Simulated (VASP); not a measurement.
# InSb (lda) (F-43m) in VASP: a series of runs

InSb (lda) is run at these levels: LDA; tasks: single point.

Everything below comes from runs of VASP 6.6.1. Logs are shortened: lines on timing, memory, paths and dates and some standing lists are left out, and cuts for length are marked.

### 1 The cell of the first run

The structure is cubic, space group F-43m (No. 216). The conventional cell has a = 6.633 Å, b = 6.633 Å, c = 6.633 Å, α = 90.00°, β = 90.00°, γ = 90.00°. In (site symmetry -43m) has 4 Sb at 2.87 Å within 3.8 Å. Within 3.8 Å of Sb (site symmetry -43m) lie 4 In at 2.87 Å.

### 2 Single point, LDA

File INCAR:

```
PREC = Accurate ; ENCUT = 500
EDIFF = 1E-6 ; ISMEAR = 0
SIGMA = 0.1 ; LREAL = False
LASPH = True ; NELM = 120
ALGO = Normal ; ISIF = 2
LWAVE = False ; LCHARG = False
NBANDS = 16 ; GGA_COMPAT = False
```

File KPOINTS:

```
regular mesh
0
Gamma
  6 6 6
```

File POSCAR:

```
InSb
1.0
    0.0000000000      3.3166107100      3.3166107100
    3.3166107100      0.0000000000      3.3166107100
    3.3166107100      3.3166107100      0.0000000000
In Sb
1 1
Direct
    0.0000000000      0.0000000000      0.0000000000
    0.7500000000      0.7500000000      0.7500000000
```

Potentials or basis: VASP PAW LDA potentials, release 64 (In_d, Sb).

The run is started by

```bash
cat potpaw_LDA.64/In_d/POTCAR potpaw_LDA.64/Sb/POTCAR > POTCAR
mpirun -np 1 vasp_std > vasp.out
```

OUTCAR:

```text
PREC = Accurate
   ENCUT = 500
   EDIFF = 1E-6
   ISMEAR = 0
   LREAL = False
   LASPH = True
   NELM = 120
   ISIF = 2

 ion  position               nearest neighbor table
   1  0.000  0.000  0.000-   2 2.87   2 2.87   2 2.87   2 2.87
   2  0.750  0.750  0.750-   1 2.87   1 2.87   1 2.87   1 2.87

  LATTYP: Found a face centered cubic cell.
 ALAT       =     6.6332214200

  Lattice vectors:

 A1 = (   0.0000000000,   3.3166107100,   3.3166107100)
 A2 = (   3.3166107100,   0.0000000000,   3.3166107100)
 A3 = (   3.3166107100,   3.3166107100,   0.0000000000)

Analysis of symmetry for initial positions (statically):
=====================================================================
 Subroutine PRICEL returns:
 Original cell was already a primitive cell.

 Routine SETGRP: Setting up the symmetry group for a
 face centered cubic supercell.

 Subroutine GETGRP returns: Found 24 space group operations
 (whereof 24 operations were pure point group operations)
 out of a pool of 48 trial point group operations.

The static configuration has the point symmetry T_d .

Analysis of symmetry for dynamics (positions and initial velocities):
=====================================================================
 Subroutine PRICEL returns:
 Original cell was already a primitive cell.

 Routine SETGRP: Setting up the symmetry group for a
 face centered cubic supercell.

 Subroutine GETGRP returns: Found 24 space group operations
 (whereof 24 operations were pure point group operations)
 out of a pool of 48 trial point group operations.

The dynamic configuration has the point symmetry T_d .

 Subroutine INISYM returns: Found 24 space group operations
 (whereof 24 operations are pure point group operations),
 and found     1 'primitive' translations

----------------------------------------------------------------------------------------

                                     Primitive cell

  volume of cell :      72.9648

  direct lattice vectors                    reciprocal lattice vectors
     0.000000000  3.316610710  3.316610710    -0.150756312  0.150756312  0.150756312
     3.316610710  0.000000000  3.316610710     0.150756312 -0.150756312  0.150756312
     3.316610710  3.316610710  0.000000000     0.150756312  0.150756312 -0.150756312

  length of vectors
     4.690395847  4.690395847  4.690395847     0.261117592  0.261117592  0.261117592

  position of ions in fractional coordinates (direct lattice)
     0.000000000  0.000000000  0.000000000
     0.750000000  0.750000000  0.750000000

  ion indices of the primitive-cell ions
   primitive index   ion index
                 1           1
                 2           2

----------------------------------------------------------------------------------------

 KPOINTS: regular mesh

Automatic generation of k-mesh.
 Grid dimensions read from file:
 generate k-points for:    6    6    6

 Generating k-lattice:

  Cartesian coordinates                     Fractional coordinates (reciprocal lattice)
    -0.025126052  0.025126052  0.025126052     0.166666667  0.000000000  0.000000000
     0.025126052 -0.025126052  0.025126052     0.000000000  0.166666667  0.000000000
     0.025126052  0.025126052 -0.025126052     0.000000000  0.000000000  0.166666667

  Length of vectors
     0.043519599  0.043519599  0.043519599

  Shift w.r.t. Gamma in fractional coordinates (k-lattice)
     0.000000000  0.000000000  0.000000000

 Subroutine IBZKPT returns following result:
 ===========================================

 Found     16 irreducible k-points:

 Following reciprocal coordinates:
            Coordinates               Weight
  0.000000  0.000000  0.000000      1.000000
  0.166667  0.000000  0.000000      8.000000
  0.333333  0.000000  0.000000      8.000000
  0.500000  0.000000  0.000000      4.000000
  0.166667  0.166667  0.000000      6.000000
  0.333333  0.166667  0.000000     24.000000
[... 8 lines left out ...]
 -0.333333  0.333333  0.166667     24.000000
 -0.333333  0.500000  0.166667     12.000000
   k-points           NKPTS =     16   k-points in BZ     NKDIM =     16   number of bands    NBANDS=     16
   number of dos      NEDOS =    301   number of ions     NIONS =      2
   total plane-waves  NPLWV =  46656
   dimension x,y,z NGX =    36 NGY =   36 NGZ =   36
   dimension x,y,z NGXF=    72 NGYF=   72 NGZF=   72
   ions per type =               1   1
   NGX,Y,Z   is equivalent  to a cutoff of  12.76, 12.76, 12.76 a.u.
   NGXF,Y,Z  is equivalent  to a cutoff of  25.52, 25.52, 25.52 a.u.
 SYSTEM =  unknown system
   PREC   = accura    normal or accurate (medium, high low for compatibility)
   ISTART =      0    job   : 0-new  1-cont  2-samecut
   ICHARG =      2    charge: 1-file 2-atom 10-const
   ISPIN  =      1    spin polarized calculation?
   LNONCOLLINEAR =      F non collinear calculations
   LSORBIT =      F    spin-orbit coupling
   LASPH  =      T    aspherical Exc in radial PAW
   ENCUT  =  500.0 eV  36.75 Ry    6.06 a.u.   8.55  8.55  8.55*2*pi/ulx,y,z
   NELM   =    120;   NELMIN=  2; NELMDL= -5     # of ELM steps
   EDIFF  = 0.1E-05   stopping-criterion for ELM
   LREAL  =      F    real-space projection
   EDIFFG = 0.1E-04   stopping-criterion for IOM
   NSW    =      0    number of steps for IOM
   IBRION =     -1    ionic relax: 0-MD 1-quasi-New 2-CG
   NFREE  =      0    steps in history (QN), initial steepest desc. (CG)
   ISIF   =      2    stress and relaxation
   ISYM   =      2    0-nonsym 1-usesym 2-fastsym
   POTIM  = 0.5000    time-step for ionic-motion
   TEBEG  =    0.0;   TEEND  =   0.0 temperature during run
   PSTRESS=    0.0 pullay stress
   NELECT =      18.0000    total number of electrons
   NUPDOWN=      -1.0000    fix difference up-down
   EMIN   =  10.00;   EMAX   =-10.00  energy-range for DOS
   EFERMI =   0.00;   METHOD = LEGACY
   ISMEAR =     0;   SIGMA  =   0.10  broadening in eV -4-tet -1-fermi 0-gaus
   EFERMI_NEDOS =   21; number of points for ismear=-14 and -15
   IALGO  =     38    algorithm
   IMIX   =      4    mixing-type and parameters
     AMIX     =   0.40;   BMIX     =  1.00
     AMIX_MAG =   1.60;   BMIX_MAG =  1.00
  volume/ion in A,a.u.               =      36.48       246.20
  Fermi-wavevector in a.u.,A,eV,Ry     =   1.026742  1.940260 14.343239  1.054198
  Thomas-Fermi vector in A             =   2.160650
   LORBIT       =      0    0 simple, 1 ext, 2 COOP (PROOUT), +10 PAW based schemes
   GGA     = CA    functional components
   LHFCALC =     F    Hartree Fock is set to
   AEXX    =    0.0000 exact exchange contribution
   IVDW    =     0    specifies the selected vdW correction
   LEPSILON=     F    determine dielectric tensor
   LRPA    =     F    only Hartree local field effects (RPA)
 non-spin polarized calculation
 Gauss-broadening in eV      SIGMA  =   0.10
  energy-cutoff  :      500.00
  volume of cell :       72.96
 maximum number of plane-waves:      1874
 NGX is ok and might be reduce to    36
   NGX = 17   NGY = 17   NGZ = 17

 number of electron      18.0000008 magnetization

 Free energy of the ion-electron system (eV)
  ---------------------------------------------------
  ext. energy  EPLUGINS =         0.00000000
  ---------------------------------------------------
  free energy    TOTEN  =        -8.13454265 eV

  energy without entropy =       -8.13382752  energy(sigma->0) =       -8.13418509

 E-fermi :   4.2048     XC(G=0):  -8.6996

 val. band max:        4.1743453769   @ k =   0.0000   0.0000   0.0000
 cond. band min:       4.4727919863   @ k =   0.5000   0.0000   0.0000
 fundamental gap:      0.2984466093
 Fermi energy:         4.2047843508

 k-point     1 :       0.0000    0.0000    0.0000
  band No.  band energies     occupation
      1     -10.2535      2.00000
      2     -10.2535      2.00000
      3     -10.2535      2.00000
      4     -10.1848      2.00000
      5     -10.1848      2.00000
      6      -6.1734      2.00000
[... 8 lines left out ...]
     15      12.2914      0.00000
     16      12.2914      0.00000

 k-point     2 :       0.1667    0.0000    0.0000
  band No.  band energies     occupation
      1     -10.2628      2.00000
      2     -10.2493      2.00000
      3     -10.2493      2.00000
      4     -10.1850      2.00000
      5     -10.1850      2.00000
      6      -5.9498      2.00000
[... 8 lines left out ...]
     15      11.3935      0.00000
     16      11.3935      0.00000

 k-point     3 :       0.3333    0.0000    0.0000
  band No.  band energies     occupation
      1     -10.2811      2.00000
      2     -10.2419      2.00000
      3     -10.2419      2.00000
      4     -10.1844      2.00000
      5     -10.1844      2.00000
      6      -5.3796      2.00000
[... 8 lines left out ...]
     15      11.7507      0.00000
     16      11.7507      0.00000

 k-point     4 :       0.5000    0.0000    0.0000
  band No.  band energies     occupation
      1     -10.2901      2.00000
      2     -10.2388      2.00000
      3     -10.2388      2.00000
      4     -10.1834      2.00000
      5     -10.1834      2.00000
      6      -4.9755      2.00000
[... 8 lines left out ...]
     15      13.0822      0.00000
     16      13.0822      0.00000
[... 172 lines left out ...]
 k-point    14 :       0.5000    0.3333    0.1667
  band No.  band energies     occupation
      1     -10.2977      2.00000
      2     -10.2337      2.00000
      3     -10.2292      2.00000
      4     -10.1911      2.00000
      5     -10.1817      2.00000
      6      -4.9179      2.00000
[... 8 lines left out ...]
     15      12.6421      0.00000
     16      13.9861      0.00000

 k-point    15 :      -0.3333    0.3333    0.1667
  band No.  band energies     occupation
      1     -10.3019      2.00000
      2     -10.2331      2.00000
      3     -10.2255      2.00000
      4     -10.1900      2.00000
      5     -10.1831      2.00000
      6      -4.5884      2.00000
[... 8 lines left out ...]
     15      13.4250      0.00000
     16      13.8142      0.00000

 k-point    16 :      -0.3333    0.5000    0.1667
  band No.  band energies     occupation
      1     -10.3091      2.00000
      2     -10.2281      2.00000
      3     -10.2207      2.00000
      4     -10.1943      2.00000
      5     -10.1809      2.00000
      6      -4.4284      2.00000
[... 8 lines left out ...]
     15      13.4774      0.00000
     16      14.2500      0.00000

------------------------ aborting loop because EDIFF is reached ----------------------------------------

  FORCE on cell =-STRESS in cart. coord.  units (eV):
  Direction    XX          YY          ZZ          XY          YZ          ZX
  --------------------------------------------------------------------------------------
  -------------------------------------------------------------------------------------
  Total       -1.4091210     -1.4091210     -1.4091210      0.0000000      0.0000000      0.0000000
  in kB      -30.9417850    -30.9417850    -30.9417850      0.0000000      0.0000000      0.0000000
  external PRESSURE =     -30.9417850 kB  Pullay stress =       0.0000000 kB

 VOLUME and BASIS-vectors are now :
 -----------------------------------------------------------------------------
  energy-cutoff  :      500.00
  volume of cell :       72.96
      direct lattice vectors                 reciprocal lattice vectors
     0.000000000  3.316610710  3.316610710    -0.150756312  0.150756312  0.150756312
     3.316610710  0.000000000  3.316610710     0.150756312 -0.150756312  0.150756312
     3.316610710  3.316610710  0.000000000     0.150756312  0.150756312 -0.150756312

 POSITION                                       TOTAL-FORCE (eV/Angst)
 -----------------------------------------------------------------------------------
      0.00000      0.00000      0.00000         0.000000      0.000000     -0.000000
      4.97492      4.97492      4.97492        -0.000000     -0.000000      0.000000
 -----------------------------------------------------------------------------------
    total drift:                                0.000000      0.000000      0.000000

  FREE ENERGIE OF THE ION-ELECTRON SYSTEM (eV)
  ---------------------------------------------------
  free  energy   TOTEN  =        -8.1345426497 eV

  energy  without entropy=       -8.1338275238  energy(sigma->0) =       -8.13418509
```

Run time: 7.4 s. Hardware: 1 thread of Intel Xeon 6975P-C (Granite Rapids), shared host; peak memory 0.18 GiB.

What came out:

| Property | Result |
| --- | --- |
| Free energy | -8.1345 eV |
| Pressure | -3.1 GPa |
| Band gap on the k mesh | zero (filled and empty bands touch) |

Caveat: spin-orbit coupling is left out, which moves the levels of the heavy elements.

### 3 Single point, LDA

This run uses another cell than the first one, of 33.54 Å³/atom, 0.919 times its volume.

File INCAR:

```
SYSTEM = InSb
PREC = Accurate
ENCUT = 500
EDIFF = 1E-6
ISMEAR = 0
SIGMA = 0.1
LREAL = .FALSE.
LASPH = .TRUE.
NELM = 120
ALGO = Normal
ISIF = 2
LWAVE = .FALSE.
LCHARG = .FALSE.
NBANDS = 16
GGA_COMPAT = .FALSE.
```

File KPOINTS:

```
regular mesh
0
G
  12 12 12
  0 0 0
```

File POSCAR:

```
InSb
1.0
    0.0000000000      3.2249616416      3.2249616416
    3.2249616416      0.0000000000      3.2249616416
    3.2249616416      3.2249616416      0.0000000000
In Sb
1 1
Direct
    0.0000000000      0.0000000000      0.0000000000
    0.7500000000      0.7500000000      0.7500000000
```

Potentials or basis: VASP PAW LDA potentials, release 64 (In_d, Sb).

The run is started by

```bash
cat potpaw_LDA.64/In_d/POTCAR potpaw_LDA.64/Sb/POTCAR > POTCAR
mpirun -np 1 vasp_std > vasp.out
```

It took 29 s on 1 thread of Intel Xeon 6975P-C (Granite Rapids), shared host; peak memory 0.22 GiB.

Results (log left out):

- Free energy: -8.2168 eV
- Pressure: 0.1 GPa
- Band gap on the k mesh: zero (filled and empty bands touch)

Levels at points of the mesh, in eV from the Fermi level:
| k point | band 7 | band 8 | band 9 | band 10 | band 11 | band 12 |
| --- | --- | --- | --- | --- | --- | --- |
| (0.00, 0.00, 0.00) | -0.34 | -0.05 | -0.05 | -0.05 | 2.85 | 2.85 |
| (0.50, 0.00, 0.00) | -5.79 | -1.09 | -1.09 | 0.39 | 3.72 | 3.72 |
| (0.50, 0.50, 0.00) | -6.09 | -2.37 | -2.37 | 1.17 | 1.19 | 8.07 |

Caveat: spin-orbit coupling is left out, which moves the levels of the heavy elements.

### 4 Single point, LDA

This run uses another cell than the first one, of 33.54 Å³/atom, 0.919 times its volume.

File INCAR:

```
PREC = Accurate
ENCUT = 500
EDIFF = 1E-6
ISMEAR = 0
SIGMA = 0.1
LREAL = F
LASPH = T
NELM = 120
ALGO = Normal
ISIF = 2
LWAVE = F
LCHARG = T
LELF = T
LVHAR = T
NBANDS = 16
GGA_COMPAT = F
```

File KPOINTS:

```
Automatic mesh
0
Gamma
  12 12 12
```

POSCAR is that of step 3.

The run is started by

```bash
cat potpaw_LDA.64/In_d/POTCAR potpaw_LDA.64/Sb/POTCAR > POTCAR
mpirun -np 1 vasp_std > vasp.out
```

Run time: 31 s. Hardware: 1 thread of Intel Xeon 6975P-C (Granite Rapids), shared host; peak memory 0.22 GiB.

It converged, with:

```
Free energy            : -8.2168 eV
Pressure               : 0.1 GPa
Band gap on the k mesh : zero (filled and empty bands touch)
```

Levels at points of the mesh, in eV from the Fermi level:
```csv
k point,band 6,band 7,band 8,band 9,band 10,band 11,band 12,band 13
"(0.00, 0.00, 0.00)",-10.91,-0.34,-0.05,-0.05,-0.05,2.85,2.85,2.85
"(0.50, 0.00, 0.00)",-9.51,-5.79,-1.09,-1.09,0.39,3.72,3.72,5.88
"(0.50, 0.50, 0.00)",-8.88,-6.09,-2.37,-2.37,1.17,1.19,8.07,8.07
```

Caveat: spin-orbit coupling is left out, which moves the levels of the heavy elements.
